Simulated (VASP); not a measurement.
# YTlO2: single point with LDA

The system is YTlO2.

```
Y Tl O
1.0
     1.75623    1.01396    5.85051
    -1.75623    1.01396    5.85051
     0.00000   -2.02792    5.85051
Y Tl O
1 1 2
Direct
  0.50000 0.50000 0.50000
  0.00000 0.00000 0.00000
  0.77568 0.77568 0.77568
  0.22432 0.22432 0.22432
```

This cell differs from its parent crystal: strain -0.1000 x Voigt [0, 0, 1, 0, 0, 0].

| Quantity | Value |
| --- | --- |
| Program | VASP 6.6.1 |
| Task | single point |
| Functional | LDA |
| Potentials or basis | VASP PAW LDA potentials, release 64 (Y_sv, Tl_d, O) |
| Cutoff | 520 eV |
| k mesh | 9 × 9 × 9 |
| Occupations | gaussian, width 0.05 eV |
| Spin | no spin polarisation |

```
Pressure               : 1.4 GPa
Largest force          : 0.166 eV/Å
Band gap on the k mesh : 1.83 eV (least direct gap 2.01 eV)
```

Forces in eV/Å, atoms in the order of the input:
```
Y    0.000  0.000  0.000
Tl   0.000  0.000  0.000
O    0.000  0.000 -0.166
O    0.000  0.000  0.166
```

Stress tensor (GPa, compression positive):
```
-1.76  0.00  0.00
 0.00 -1.76  0.00
 0.00  0.00  7.64
```

Levels at points of the mesh, in eV from the valence-band top:
```
           k point  band 16  band 17  band 18  band 19  band 20  band 21
(0.00, 0.00, 0.00)    -1.89    -1.37    -1.37     4.17     5.04     5.04
```

It took 9.5 min on 1 thread of Oxide Virtual Turin-like Processor (shared host), peak memory 0.35 GiB.

Caveat: the cell differs from its parent crystal (strain -0.1000 x Voigt [0, 0, 1, 0, 0, 0]); the stress differs along the axes, from -2 to 8 GPa; spin-orbit coupling is left out, which moves the levels of the heavy elements. A k mesh can miss the band edges.
